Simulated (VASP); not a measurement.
Write the native input for VASP 6.6.1 that does the following.

| Property | Result |
| --- | --- |
| Task | single point |
| Functional | PBE |
| Potentials or basis | VASP PAW PBE potentials, release 64 (Sn_d, F) |
| Cutoff | 520 eV |
| k mesh | 6 × 6 × 6 |
| Occupations | gaussian, width 0.1 eV |
| Spin | no spin polarisation |
| Dipole correction | no |
| Further INCAR settings | ALGO = Normal; EDIFF = 1e-06; NBANDS = 34 |

The structure of SnF5 lies in POSCAR:

```
SnF5
1.0
    2.1453543013      1.2386208848      3.8033411113
   -2.1453543013      1.2386208848      3.8033411113
    0.0000000000     -2.4772417652      3.8033411128
Sn F
1 5
Direct
    0.0000000000      0.0000000000      0.0000000000
   -0.0001843906      0.5000000000      1.0001843906
    0.5000000000      1.0001843906     -0.0001843906
    1.0001843906     -0.0001843906      0.5000000000
    0.3622277926      0.3622277926      0.3622277926
    0.6377722074      0.6377722074      0.6377722074
```

The cell was generated, and may not be a known phase.

One way to write it, as run:

INCAR

```
SYSTEM = SnF5
PREC = Accurate
ENCUT = 520
EDIFF = 1E-6
ISMEAR = 0
SIGMA = 0.1
LREAL = .False.
LASPH = .True.
NELM = 60
ALGO = Normal
ISIF = 2
LWAVE = .False.
LCHARG = .False.
GGA = PE
NBANDS = 34
```

KPOINTS

```
regular mesh
0
Gamma
  6 6 6
  0 0 0
```

Potentials or basis: VASP PAW PBE potentials, release 64 (Sn_d, F).

Launch:

```bash
$ cat potpaw_PBE.64/Sn_d/POTCAR potpaw_PBE.64/F/POTCAR > POTCAR
$ mpirun -np 1 vasp_std > vasp.out
```

It gave:

```json
{"Pressure": "-0.2 GPa", "Largest force": "0.004 eV/Å", "Band gap on the k mesh": "zero (an odd number of electrons rules out a gap without spin polarisation)"}
```

Caveat: spin-orbit coupling is left out, which moves the levels of the heavy elements; an odd number of electrons without spin polarisation forces a metal; a magnetic or distorted state may lie lower.

It took 2.7 min on 1 thread of Oxide Virtual Turin-like Processor, with other jobs on the host, peak memory 0.19 GiB.
